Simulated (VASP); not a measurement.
Input of a VASP 6.6.1 run:

Contents of INCAR:

```
SYSTEM = HfO2
ALGO = Normal
EDIFF = 1E-6
ENCUT = 520
GGA = PS
ISIF = 2
ISMEAR = -1
LASPH = .True.
LCHARG = .True.
LELF = .True.
LREAL = .False.
LVHAR = .True.
LWAVE = .False.
NBANDS = 56
NELM = 100
PREC = Accurate
SIGMA = 0.05
```

The input KPOINTS:

```
k-points
0
Gamma
  5 6 5
  0 0 0
```

File POSCAR:

```
HfO2
1.0
    5.2277203619      0.0000000000      0.0000000000
    0.0000000000      5.0170869085      0.0000000000
    0.0000000000      0.0000000000      5.0412753901
Hf O
4 8
Direct
    0.9670743300      0.7324385097      0.7422993370
    0.5329256700      0.7324385097      0.2422993370
    0.4670743300      0.2675614903      0.7422993370
    0.0329256700      0.2675614903      0.2422993370
    0.6319855425      0.9282791433      0.8799205548
    0.8680144575      0.9282791433      0.3799205548
    0.2340324864      0.5403522582      0.4907801082
    0.2659675136      0.5403522582      0.9907801082
    0.7659675136      0.4596477418      0.9907801082
    0.7340324864      0.4596477418      0.4907801082
    0.1319855425      0.0717208567      0.8799205548
    0.3680144575      0.0717208567      0.3799205548
```

Potentials or basis: VASP PAW PBE potentials, release 64 (Hf_pv, O).

The run is started by

```console
$ cat potpaw_PBE.64/Hf_pv/POTCAR potpaw_PBE.64/O/POTCAR > POTCAR
$ mpirun -np 1 vasp_std > vasp.out
```

(1) Predict the band gap on the k mesh.

(2) Estimate the pressure.

(3) What does it give for the largest force?

Answers

(1) 4.32 eV, indirect (least direct gap 4.54 eV).

(2) -3.1 GPa.

(3) 0.060 eV/Å.

Caveat: the PAW data sets were made with another functional, which shifts forces and pressure a little; spin-orbit coupling is left out, which moves the levels of the heavy elements.
